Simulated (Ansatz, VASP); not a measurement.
**Ga: VASP beside Ansatz**

```xyz
2
Lattice="1.3830 -4.0265 0.0000 1.3830 4.0265 0.0000 -0.1174 0.0000 3.3299" Properties=species:S:1:pos:R:3 pbc="T T T"
Ga    1.2949    2.9716    2.4974
Ga    1.3536   -2.9716    0.8325
```

Alike in both runs: functional LDA; k mesh 10 × 10 × 8; occupations fermi-dirac, width 0.05 eV; no spin polarisation.

```csv
,VASP,Ansatz
version,VASP 6.6.1,Ansatz 0.2.0
potentials or method,"VASP PAW LDA potentials, release 64 (Ga_d)",Ansatz PAW
plane-wave cutoff (eV),520,420
valence electrons in the cell,26,26
task,single point,band structure
```

VASP gave:

| Item | Value |
| --- | --- |
| gap on the k mesh at the Fermi level (eV) | none |
| pressure (GPa) | -3.9 |
| traceless stress, the component that is largest in VASP (GPa) | -0.50 |
| rms of the force components (eV/Å) | 0.106 |

What did Ansatz give for the same quantities?

gap on the k mesh at the Fermi level (eV): none; pressure (GPa): -4.0; traceless stress, the component that is largest in VASP (GPa): -0.49; rms of the force components (eV/Å): 0.104.

LDA's correlation is that of Perdew and Zunger in VASP and of Perdew and Wang (1992) in Ansatz. Atom by atom the forces differ by 0.002 eV/Å (rms over components). A gap of «none» marks a metal or a gap that the smearing closes.
